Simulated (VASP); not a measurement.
AlNi, 2 atoms in the cell. The typed cell holds 2 atoms: a = 2.832 Å, b = 2.832 Å, c = 2.835 Å, α = 90.00°, β = 90.00°, γ = 90.00°. 

| Item | Value |
| --- | --- |
| Program | VASP 6.6.1 |
| Task | single point |
| Functional | LDA |
| Potentials or basis | VASP PAW LDA potentials, release 64 (Al, Ni) |
| Cutoff | 520 eV |
| k mesh | 16 × 16 × 14 |
| Occupations | fermi-dirac, width 0.15 eV |
| Spin | no spin polarisation |
| Dipole correction | no |
| Further INCAR settings | ALGO = Fast; EDIFF = 1e-06; NBANDS = 14 |

Potentials or basis: VASP PAW LDA potentials, release 64 (Al, Ni).

The run is started by

```bash
$ cat potpaw_LDA.64/Al/POTCAR potpaw_LDA.64/Ni/POTCAR > POTCAR
$ mpirun -np 1 vasp_std > vasp.out
```

Hardware: 1 thread of Intel Xeon 8259CL, on a shared host.

**Question.** Estimate the wall time of this run.

**Answer.** Wall time 110 s on 1 thread of Intel Xeon 8259CL (shared host), peak memory 0.22 GiB. Counts: scf iterations 16, k points 360.
